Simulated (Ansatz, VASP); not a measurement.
**Sb: VASP beside Ansatz**

POSCAR

```
Sb
1.0
   -4.0300106443      4.0300106443      2.0254867038
    4.0300106443     -4.0300106443      2.0254867038
    4.0300106443      4.0300106443     -2.0254867038
Sb
4
Direct
    0.6512630600      0.1512630600      0.8025261200
    0.1512630600      0.3487369400      0.5000000000
    0.3487369400      0.8487369400      0.1974738800
    0.8487369400      0.6512630600      0.5000000000
```

The input INCAR.step1:

```
PREC = Accurate
ENCUT = 520
EDIFF = 1E-5
ISMEAR = -1
SIGMA = 0.05
LREAL = F
LASPH = T
NELM = 100
ALGO = Normal
ISIF = 2
LWAVE = T
LCHARG = F
NBANDS = 18
GGA = PE
```

File INCAR.step2:

```
PREC = Accurate
ENCUT = 520
EDIFF = 1E-7
ISMEAR = -1
SIGMA = 0.05
LREAL = F
LASPH = T
NELM = 100
ALGO = Normal
ISIF = 2
LWAVE = F
LCHARG = F
METAGGA = R2SCAN
LHFCALC = T
AEXX = 0.1
LMIXTAU = T
PRECFOCK = Normal
NBANDS = 18
ISTART = 1
```

KPOINTS

```
regular mesh
0
Gamma
  4 4 4
```

Contents of input.yaml:

```yaml
crystal:
  lattice:
    - [-4.0300106443, 4.0300106443, 2.0254867038]
    - [4.0300106443, -4.0300106443, 2.0254867038]
    - [4.0300106443, 4.0300106443, -2.0254867038]
  atoms:
    - { symbol: Sb, position: [0.65126306, 0.15126306, 0.80252612] }
    - { symbol: Sb, position: [0.15126306, 0.34873694, 0.5] }
    - { symbol: Sb, position: [0.34873694, 0.84873694, 0.19747388] }
    - { symbol: Sb, position: [0.84873694, 0.65126306, 0.5] }
hamiltonian:
  xc: { exchange: r2scan, correlation: r2scan, exx: { coeff: 0.1 } }
  pseudopotentials: { kind: paw }
kpoints:
  mp_grid: { grid: [4, 4, 4] }
scf:
  occupations: { method: fermi_dirac, width: 0.05 }
output:
  forces: true
  stress: true
  eigenvalues: true
```

Alike in both runs: task single point; functional r2SCAN-based global hybrid with a share of 0.1 of exact exchange; k mesh 4 × 4 × 4; occupations fermi-dirac, width 0.05 eV; no spin polarisation.

|  | VASP | Ansatz |
| --- | --- | --- |
| version | VASP 6.6.1 | Ansatz 0.2.0 |
| potentials or method | VASP PAW PBE potentials, release 64 (Sb) | Ansatz PAW |
| plane-wave cutoff (eV) | 520 | 500 |
| valence electrons in the cell | 20 | 60 |

```csv
,VASP,Ansatz,Ansatz less VASP
gap on the k mesh at the Fermi level (eV),none,none,-
pressure (GPa),-0.4,-0.2,+0.27
"traceless stress, the component that is largest in VASP (GPa)",1.20,1.20,+0.007
rms of the force components (eV/Å),0.063,0.073,+0.0105
```

VASP's potentials were made for PBE, not for r2SCAN-based global hybrid. Atom by atom the forces differ by 0.011 eV/Å (rms over components). A gap of «none» marks a metal or a gap that the smearing closes. With one functional, cell and mesh, what is left measures potentials, basis and numerics. VASP's potentials hold 20 valence electrons a cell and Ansatz's 60, so a difference there can come from the potentials and not from the codes.

The k mesh is coarse, so the values compare programs but aren't converged. Spin-orbit coupling is off throughout.
